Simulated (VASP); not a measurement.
Runs of VASP 6.6.1 on SiGe. The structure is that of space group P6_3mc (No. 186), or close to it. The cells are those of the table. 

| cell | gap on the mesh (eV) | pressure (GPa) | largest force (eV/Å) |
| --- | --- | --- | --- |
| a = 4.206, b = 4.206, c = 5.559 Å, angles 90.0, 90.0, 120.0°, 4 atoms | none | 8.4 | 4.38 |
| a = 3.841, b = 3.841, c = 6.664 Å, angles 90.0, 90.0, 120.0°, 4 atoms | 0.61 | (b) | 0.41 |
| a = 3.577, b = 3.577, c = 7.684 Å, angles 90.0, 90.0, 120.0°, 4 atoms | none | (a) | 0.97 |
| a = 3.958, b = 3.958, c = 6.278 Å, angles 90.0, 90.0, 120.0°, 4 atoms | 0.31 | 0.2 | 0.43 |

Alike in all rows: task single point; level r2SCAN; potentials or basis VASP PAW PBE potentials, release 64 (Si, Ge_d); no spin polarisation; k mesh 12 × 12 × 6; cutoff (eV) 520; smearing gaussian 0.05 eV.

Task: Fill in the values left out.

Result: (a) 7.3; (b) 0.3.

Caveats: the PAW data sets were made with another functional, which shifts forces and pressure a little; semilocal functionals underestimate gaps, and a narrow one can read as zero (at least some runs); the stress differs along the axes, from -12 to 50 GPa (at least some runs); the stress differs along the axes, from -6 to 4 GPa (at least some runs); the stress differs along the axes, from -15 to 19 GPa (at least some runs); the stress differs along the axes, from -3 to 7 GPa (at least some runs).

A k mesh can miss the band edges, and the runs leave out spin-orbit coupling on Ge.

A gap of «none» marks levels without a gap at the run's occupations.
